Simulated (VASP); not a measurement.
## Al3BP4: single point with PBE

Crystal: Al3BP4.

```
Al B P
1.0
     3.62481    0.00000    0.00000
     0.00000    7.24962    0.00000
     0.00000    0.00000    5.12625
Al B P
3 1 4
Direct
  0.00000 0.75000 0.00000
  0.00000 0.25000 0.00000
  0.50000 0.00000 0.50000
  0.50000 0.50000 0.50000
  0.50000 0.75000 0.75000
  0.00000 0.50000 0.25000
  0.50000 0.25000 0.75000
  0.00000 0.00000 0.25000
```

| Quantity | Value |
| --- | --- |
| Program | VASP 6.6.1 |
| Task | single point |
| Functional | PBE |
| Potentials or basis | VASP PAW PBE potentials, release 64 (Al, B, P) |
| Cutoff | 520 eV |
| k mesh | 6 × 4 × 4 |
| Occupations | gaussian, width 0.1 eV |
| Spin | no spin polarisation |

```json
{"Pressure": "14.1 GPa", "Largest force": "3.948 eV/Å", "Band gap on the k mesh": "1.29 eV (least direct gap 1.35 eV)"}
```

Forces in eV/Å, atoms in the order of the input:
```
Al   0.000 -0.073  0.006
Al   0.000  0.073  0.006
Al   0.000  0.000 -0.117
B    0.000  0.000 -0.053
P    0.000 -2.805 -1.840
P    0.000  0.000  3.948
P    0.000  2.805 -1.840
P    0.000  0.000 -0.110
```

Stress tensor (GPa, compression positive):
```
14.16  0.00  0.00
 0.00 14.22  0.00
 0.00  0.00 13.77
```

Levels at points of the mesh, in eV from the valence-band top:
```
           k point  band 14  band 15  band 16  band 17  band 18  band 19
(0.00, 0.00, 0.00)    -0.12    -0.02     0.00     1.35     1.89     3.28
(0.50, 0.00, 0.00)    -2.56    -1.26    -1.03     1.29     1.32     1.34
(0.00, 0.50, 0.00)    -1.35    -0.25    -0.21     2.12     2.22     4.00
(0.50, 0.50, 0.00)    -2.62    -2.49    -2.44     2.45     2.73     2.82
(0.00, 0.00, 0.50)    -1.09    -0.98    -0.92     1.69     2.40     3.06
(0.50, 0.00, 0.50)    -1.06    -1.01    -0.92     2.29     3.58     3.94
(0.00, 0.50, 0.50)    -1.41    -1.32    -1.18     2.60     3.51     3.70
(0.50, 0.50, 0.50)    -1.99    -1.99    -1.83     3.22     3.80     3.94
```

Wall time 86 s on 1 thread of AMD EPYC 9R14 (Zen 4), with other jobs on the host, peak memory 0.26 GiB.

Caveat: the cell stands under pressure; forces of over 1 eV/Å act on the atoms, so gaps and moduli don't describe the material at rest. A k mesh can miss the band edges.
